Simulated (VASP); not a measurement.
# ZrB (Fm-3m) in VASP: settings compared

Aim: see how the results for ZrB move with the level of theory and the settings. Levels: HSE06, PBEsol+U. Tasks: single point.

Everything below comes from runs of VASP 6.6.1. Logs are shortened: lines on timing, memory, paths and dates and some standing lists are left out, and cuts for length are marked.

## Step 1: The cell of the first run

Symmetry: Fm-3m, No. 225, cubic system. The conventional cell has a = 4.681 Å, b = 4.681 Å, c = 4.681 Å, α = 90.00°, β = 90.00°, γ = 90.00°. Zr (site symmetry m-3m) has 6 B at 2.34 Å within 3.1 Å. Within 3.1 Å of B (site symmetry m-3m) lie 6 Zr at 2.34 Å.

## Step 2: Single point, HSE06

Input file POSCAR:

```
ZrB
1.0
    0.0000000000      2.3403977997      2.3403977997
    2.3403977997      0.0000000000      2.3403977997
    2.3403977997      2.3403977997      0.0000000000
Zr B
1 1
Direct
    0.0000000000      0.0000000000      0.0000000000
    0.5000000000      0.5000000000      0.5000000000
```

Input file INCAR.step1:

```
PREC = Accurate ; ENCUT = 520
EDIFF = 1E-5 ; ISMEAR = -1
SIGMA = 0.05 ; LREAL = False
LASPH = True ; NELM = 80
ALGO = Normal ; ISIF = 2
LWAVE = True ; LCHARG = False
GGA = PE ; NBANDS = 14
```

Input file INCAR.step2:

```
PREC = Accurate ; ENCUT = 520
EDIFF = 1E-7 ; ISMEAR = -1
SIGMA = 0.05 ; LREAL = False
LASPH = True ; NELM = 80
ALGO = Normal ; ISIF = 2
LWAVE = False ; LCHARG = False
GGA = PE ; LHFCALC = True
HFSCREEN = 0.2079 ; PRECFOCK = Normal
ISTART = 1 ; NBANDS = 14
```

Input file KPOINTS:

```
regular mesh
0
Gamma
  6 6 6
```

Potentials or basis: VASP PAW PBE potentials, release 64 (Zr_sv, B).

Launch:

```bash
$ cat potpaw_PBE.64/Zr_sv/POTCAR potpaw_PBE.64/B/POTCAR > POTCAR
$ cp INCAR.step1 INCAR
$ mpirun -np 1 vasp_std > vasp.out
$ cp INCAR.step2 INCAR
$ mpirun -np 1 vasp_std > vasp.out
```

OUTCAR:

```text
PREC = Accurate
   ENCUT = 520
   EDIFF = 1E-7
   ISMEAR = -1
   LREAL = False
   LASPH = True
   NELM = 80
   ISIF = 2
   GGA = PE
   LHFCALC = True
   HFSCREEN = 0.2079
   PRECFOCK = Normal
   ISTART = 1

 ion  position               nearest neighbor table
   1  0.000  0.000  0.000-   2 2.34   2 2.34   2 2.34   2 2.34   2 2.34   2 2.34
   2  0.500  0.500  0.500-   1 2.34   1 2.34   1 2.34   1 2.34   1 2.34   1 2.34

  LATTYP: Found a face centered cubic cell.
 ALAT       =     4.6807955994

  Lattice vectors:

 A1 = (   0.0000000000,   2.3403977997,   2.3403977997)
 A2 = (   2.3403977997,   0.0000000000,   2.3403977997)
 A3 = (   2.3403977997,   2.3403977997,   0.0000000000)

Analysis of symmetry for initial positions (statically):
=====================================================================
 Subroutine PRICEL returns:
 Original cell was already a primitive cell.

 Routine SETGRP: Setting up the symmetry group for a
 face centered cubic supercell.

 Subroutine GETGRP returns: Found 48 space group operations
 (whereof 48 operations were pure point group operations)
 out of a pool of 48 trial point group operations.

The static configuration has the point symmetry O_h .

Analysis of symmetry for dynamics (positions and initial velocities):
=====================================================================
 Subroutine PRICEL returns:
 Original cell was already a primitive cell.

 Routine SETGRP: Setting up the symmetry group for a
 face centered cubic supercell.

 Subroutine GETGRP returns: Found 48 space group operations
 (whereof 48 operations were pure point group operations)
 out of a pool of 48 trial point group operations.

The dynamic configuration has the point symmetry O_h .

 Subroutine INISYM returns: Found 48 space group operations
 (whereof 48 operations are pure point group operations),
 and found     1 'primitive' translations

----------------------------------------------------------------------------------------

                                     Primitive cell

  volume of cell :      25.6389

  direct lattice vectors                    reciprocal lattice vectors
[... 91 lines left out ...]
   EMIN   =  10.00;   EMAX   =-10.00  energy-range for DOS
   EFERMI =   0.00;   METHOD = LEGACY
   ISMEAR =    -1;   SIGMA  =   0.05  broadening in eV -4-tet -1-fermi 0-gaus
   EFERMI_NEDOS =   21; number of points for ismear=-14 and -15
   IALGO  =     38    algorithm
   IMIX   =      1    mixing-type and parameters
     AMIX     =   0.40;   BMIX     =  1.00
     AMIX_MAG =   1.60;   BMIX_MAG =  1.00
  volume/ion in A,a.u.               =      12.82        86.51
  Fermi-wavevector in a.u.,A,eV,Ry     =   1.369217  2.587445 25.507588  1.874755
  Thomas-Fermi vector in A             =   2.495112
   LORBIT       =      0    0 simple, 1 ext, 2 COOP (PROOUT), +10 PAW based schemes
   GGA     = PE    functional components
   LHFCALC =     T    Hartree Fock is set to
   PRECFOCK=normal    Normal, Fast or Accurate (Low or Medium for compatibility)
   ENCUT4O =  -1.0   cutoff for four orbital integrals eV
   NKREDX  =     1    reduce k-point grid by
   NKREDY  =     1    reduce k-point grid by
   NKREDZ  =     1    reduce k-point grid by
   AEXX    =    0.2500 exact exchange contribution
   HFSCREEN=    0.2079 screening length (either q_TF or 0.3 A-1)
   HFSCREENC=   0.2079 screening length for correlation (either q_TF or 0.3 A-1)
   ENCUTFOCK=  -1.0 apply spherical cutoff to Coloumb kernel
   IVDW    =     0    specifies the selected vdW correction
   LEPSILON=     F    determine dielectric tensor
   LRPA    =     F    only Hartree local field effects (RPA)
 non-spin polarized calculation
  energy-cutoff  :      520.00
  volume of cell :       25.64
 maximum number of plane-waves:       701
 NGX is ok and might be reduce to    28
  NGX = 20; NGY = 20; NGZ = 20

 number of electron      15.0000000 magnetization

 Free energy of the ion-electron system (eV)
  ---------------------------------------------------
  ext. energy  EPLUGINS =         0.00000000
  ---------------------------------------------------
  free energy    TOTEN  =       -17.76538984 eV

  energy without entropy =      -17.75226203  energy(sigma->0) =      -17.75882593

 E-fermi :   8.4373     XC(G=0):  -9.9349

 val. band max:        8.3994939600   @ k =  -0.1667   0.1667   0.0000
 cond. band min:       9.1052229740   @ k =   0.1667   0.0000   0.0000
 fundamental gap:      0.7057290140
 Fermi energy:         8.4372888230

 k-point     1 :       0.0000    0.0000    0.0000
  band No.  band energies     occupation
      1     -41.6621      2.00000
      2     -18.0099      2.00000
      3     -18.0099      2.00000
      4     -18.0099      2.00000
      5      -1.0571      2.00000
      6      11.1904      0.00000
      7      11.1904      0.00000
      8      11.1904      0.00000
      9      12.8592      0.00000
     10      12.8592      0.00000
     11      12.9936      0.00000
     12      12.9936      0.00000
     13      12.9936      0.00000
     14      20.4883      0.00000
[... 241 lines left out ...]
      1     -41.4954      2.00000
      2     -18.7808      2.00000
      3     -18.4963      2.00000
      4     -18.3606      2.00000
      5       1.8379      2.00000
      6       7.2765      2.00000
      7       7.4890      2.00000
      8       8.3657      1.61437
      9      13.1081      0.00000
     10      15.7746      0.00000
     11      16.5207      0.00000
     12      17.1851      0.00000
     13      19.7531      0.00000
     14      24.7138      0.00000

------------------------ aborting loop because EDIFF is reached ----------------------------------------

  FORCE on cell =-STRESS in cart. coord.  units (eV):
  Direction    XX          YY          ZZ          XY          YZ          ZX
  --------------------------------------------------------------------------------------
  -------------------------------------------------------------------------------------
  Total        4.5584683      4.5584683      4.5584683      0.0000000      0.0000000     -0.0000000
  in kB      284.8593497    284.8593497    284.8593497      0.0000000      0.0000000     -0.0000000
  external PRESSURE =     284.8593497 kB  Pullay stress =       0.0000000 kB

 VOLUME and BASIS-vectors are now :
 -----------------------------------------------------------------------------
  energy-cutoff  :      520.00
  volume of cell :       25.64
      direct lattice vectors                 reciprocal lattice vectors
     0.000000000  2.340397800  2.340397800    -0.213638895  0.213638895  0.213638895
     2.340397800  0.000000000  2.340397800     0.213638895 -0.213638895  0.213638895
     2.340397800  2.340397800  0.000000000     0.213638895  0.213638895 -0.213638895

 POSITION                                       TOTAL-FORCE (eV/Angst)
 -----------------------------------------------------------------------------------
      0.00000      0.00000      0.00000         0.000000      0.000000     -0.000000
      2.34040      2.34040      2.34040        -0.000000      0.000000      0.000000
 -----------------------------------------------------------------------------------
    total drift:                                0.000001      0.000002      0.000002

  FREE ENERGIE OF THE ION-ELECTRON SYSTEM (eV)
  ---------------------------------------------------
  free  energy   TOTEN  =       -17.7653898413 eV

  energy  without entropy=      -17.7522620276  energy(sigma->0) =      -17.75882593
```

Run time: 23 min. Hardware: 1 thread of Intel Xeon Platinum 8488C (Sapphire Rapids), shared host; peak memory 0.26 GiB.

Results:

* Free energy: -17.7654 eV
* Pressure: 28.5 GPa
* Band gap on the k mesh: zero (an odd number of electrons rules out a gap without spin polarisation)

Caveat: the k points lie up to 0.39 Å⁻¹ apart, too coarse for converged energies and pressures of a metal; the PAW data sets were made with another functional, which shifts forces and pressure a little; an odd number of electrons without spin polarisation forces a metal; a magnetic or distorted state may lie lower.

## Step 3: Single point, HSE06

This run uses another cell than the first one, of 13.07 Å³/atom.

Input file POSCAR:

```
ZrB
1.0
    0.0000000000      2.3555956139      2.3555956139
    2.3555956139      0.0000000000      2.3555956139
    2.3555956139      2.3555956139      0.0000000000
Zr B
1 1
Direct
    0.0000000000      0.0000000000      0.0000000000
    0.5000000000      0.5000000000      0.5000000000
```

Input file INCAR.step1:

```
SYSTEM = ZrB
PREC = Accurate ; ENCUT = 520
EDIFF = 1E-5 ; ISMEAR = -1
SIGMA = 0.05 ; LREAL = .FALSE.
LASPH = .TRUE. ; NELM = 80
ALGO = Normal ; ISIF = 2
LWAVE = .TRUE. ; NBANDS = 14
GGA = PE
```

Input file INCAR.step2:

```
SYSTEM = ZrB
PREC = Accurate ; ENCUT = 520
EDIFF = 1E-6 ; ISMEAR = -1
SIGMA = 0.05 ; LREAL = .FALSE.
LASPH = .TRUE. ; NELM = 80
ALGO = Normal ; ISIF = 2
LWAVE = .FALSE. ; LCHARG = .TRUE.
GGA = PE ; LHFCALC = .TRUE.
HFSCREEN = 0.2079 ; PRECFOCK = Normal
LELF = .TRUE. ; LVHAR = .TRUE.
NBANDS = 14 ; ISTART = 1
```

Input file KPOINTS:

```
Automatic mesh
0
G
  6 6 6
  0 0 0
```

Potentials or basis: VASP PAW PBE potentials, release 64 (Zr_sv, B).

Launch:

```bash
$ cat potpaw_PBE.64/Zr_sv/POTCAR potpaw_PBE.64/B/POTCAR > POTCAR
$ cp INCAR.step1 INCAR
$ mpirun -np 1 vasp_std > vasp.out
$ cp INCAR.step2 INCAR
$ mpirun -np 1 vasp_std > vasp.out
```

Run time: 14 min. Hardware: 1 thread of Intel Xeon Platinum 8488C (Sapphire Rapids), shared host; peak memory 0.27 GiB.

The run converged. Its results:

- Free energy: -17.8471 eV
- Pressure: 23.4 GPa
- Band gap on the k mesh: zero (an odd number of electrons rules out a gap without spin polarisation)

Levels at points of the mesh, in eV from the Fermi level:
| k point | band 6 | band 7 | band 8 | band 9 | band 10 | band 11 |
| --- | --- | --- | --- | --- | --- | --- |
| (0.00, 0.00, 0.00) | 2.73 | 2.73 | 2.73 | 4.35 | 4.35 | 4.50 |
| (0.50, 0.00, 0.00) | -4.45 | -1.35 | -1.35 | 6.73 | 6.73 | 8.33 |
| (0.50, 0.50, 0.00) | -0.87 | -0.70 | 2.93 | 2.93 | 6.19 | 7.92 |

Caveat: the k points lie up to 0.38 Å⁻¹ apart, too coarse for converged energies and pressures of a metal; the PAW data sets were made with another functional, which shifts forces and pressure a little; an odd number of electrons without spin polarisation forces a metal; a magnetic or distorted state may lie lower.

## Step 4: Single point, PBEsol+U

This run uses another cell than the first one, of 12.57 Å³/atom.

Input file INCAR:

```
SYSTEM = ZrB
ALGO = Normal
EDIFF = 1E-6
ENCUT = 1230
GGA = PS
GGA_COMPAT = .False.
ISIF = 2
ISMEAR = -1
LASPH = .True.
LCHARG = .False.
LDAU = .True.
LDAUJ = 0 0
LDAUL = 2 -1
LDAUPRINT = 1
LDAUTYPE = 2
LDAUU = 2 0
LMAXMIX = 4
LREAL = .False.
LWAVE = .False.
NBANDS = 14
NELM = 200
PREC = Accurate
SIGMA = 0.05
```

Input file KPOINTS:

```
k-points
0
Gamma
  10 10 10
  0 0 0
```

Input file POSCAR:

```
ZrB
1.0
    0.0000000000      2.3250000000      2.3250000000
    2.3250000000      0.0000000000      2.3250000000
    2.3250000000      2.3250000000      0.0000000000
Zr B
1 1
Direct
    0.0000000000      0.0000000000      0.0000000000
    0.5000000000      0.5000000000      0.5000000000
```

Potentials or basis: VASP PAW PBE potentials, release 64 (Zr_sv, B_h).

Launch:

```bash
$ cat potpaw_PBE.64/Zr_sv/POTCAR potpaw_PBE.64/B_h/POTCAR > POTCAR
$ mpirun -np 1 vasp_std > vasp.out
```

It took 46 s on 1 thread of Intel Xeon Platinum 8488C (Sapphire Rapids), shared host; peak memory 0.28 GiB.

Results (log left out):

- Free energy: -15.1408 eV
- Pressure: 35.9 GPa
- Band gap on the k mesh: zero (an odd number of electrons rules out a gap without spin polarisation)

Levels at points of the mesh, in eV from the Fermi level:
| k point | band 5 | band 6 | band 7 | band 8 | band 9 | band 10 | band 11 | band 12 |
| --- | --- | --- | --- | --- | --- | --- | --- | --- |
| (0.00, 0.00, 0.00) | -8.50 | 2.09 | 2.09 | 2.09 | 3.72 | 3.72 | 3.72 | 3.78 |
| (0.50, 0.00, 0.00) | -4.30 | -3.71 | -1.39 | -1.39 | 6.03 | 6.03 | 7.50 | 8.02 |
| (0.50, 0.50, 0.00) | -6.50 | -1.05 | -0.49 | 2.41 | 2.41 | 5.60 | 7.25 | 7.25 |

Eigenvalues of the final occupation matrices:
| site | spin | trace | eigenvalues |
| --- | --- | --- | --- |
| site 1 d | 1 | 0.90 | 0.14 0.14 0.14 0.25 0.25 |
| site 1 d | 2 | 0.90 | 0.14 0.14 0.14 0.25 0.25 |

Caveat: the cell stands under pressure; the PAW data sets were made with another functional, which shifts forces and pressure a little; an odd number of electrons without spin polarisation forces a metal; a magnetic or distorted state may lie lower; U without spin polarisation on a metal has little footing; the U is typed as a test and isn't derived for this compound.

## Step 5: The runs side by side

```tsv
level	potentials or basis	U	cell	k mesh	cutoff (eV)	grid for exact exchange (PRECFOCK)	share of exact exchange	screening parameter	gap on the mesh (eV)	pressure (GPa)
HSE06	VASP PAW PBE potentials, release 64 (Zr_sv, B)	-	a = 3.310 Å, angles 60.0°, 2 atoms	6 × 6 × 6	520	Normal	0.25	0.2079 1/Å	none	28.5
HSE06	VASP PAW PBE potentials, release 64 (Zr_sv, B)	-	a = 3.331 Å, angles 60.0°, 2 atoms	6 × 6 × 6	520	Normal	0.25	0.2079 1/Å	none	23.4
PBEsol+U	VASP PAW PBE potentials, release 64 (Zr_sv, B_h)	Zr d U = 2.0 eV	a = 3.288 Å, angles 60.0°, 2 atoms	10 × 10 × 10	1230	-	-	-	none	35.9
```

Alike in all rows: task single point; no spin polarisation; smearing fermi-dirac 0.05 eV.

Caveats: some runs use coarse meshes; the PAW data sets were made with another functional, which shifts forces and pressure a little; an odd number of electrons without spin polarisation forces a metal; a magnetic or distorted state may lie lower; the cell stands under pressure (at least some runs); U without spin polarisation on a metal has little footing (at least some runs); the U is typed as a test and isn't derived for this compound (at least some runs).

Total energies depend on the potentials used, so only differences within one code and one set of settings carry meaning.

The gap in the log of VASP goes by the Fermi energy; the results here count the filled bands.